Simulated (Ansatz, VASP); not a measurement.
One calculation of KZnF3, two programs

```xyz
5
Lattice="4.0474 0.0000 0.0000 0.0000 4.0474 0.0000 0.0000 0.0000 4.0474" Properties=species:S:1:pos:R:3 pbc="T T T"
K     0.0000    0.0000    0.0000
Zn    2.0237    2.0237    2.0237
F     0.0000    2.0237    2.0237
F     2.0237    0.0000    2.0237
F     2.0237    2.0237    0.0000
```

Alike in both runs: task single point; functional PBE; k mesh 4 × 4 × 4; occupations gaussian, width 0.1 eV; no spin polarisation.

|  | VASP | Ansatz |
| --- | --- | --- |
| version | VASP 6.6.1 | Ansatz 0.2.0 |
| potentials or method | VASP PAW PBE potentials, release 64 (K_sv, Zn, F), cutoff 520 eV | scalar-relativistic, plane waves, PAW |
| valence electrons in the cell | 42 | 42 |

```tsv
	VASP	Ansatz	Ansatz less VASP
gap on the k mesh at the Fermi level (eV)	3.80	3.87	+0.070
least direct gap on the mesh (eV)	5.66	5.71	+0.040
pressure (GPa)	5.1	4.7	-0.41
```

The functional is the same, so the differences come from potentials, cutoffs and numerics. Ansatz's warnings: stress scf threshold loose.
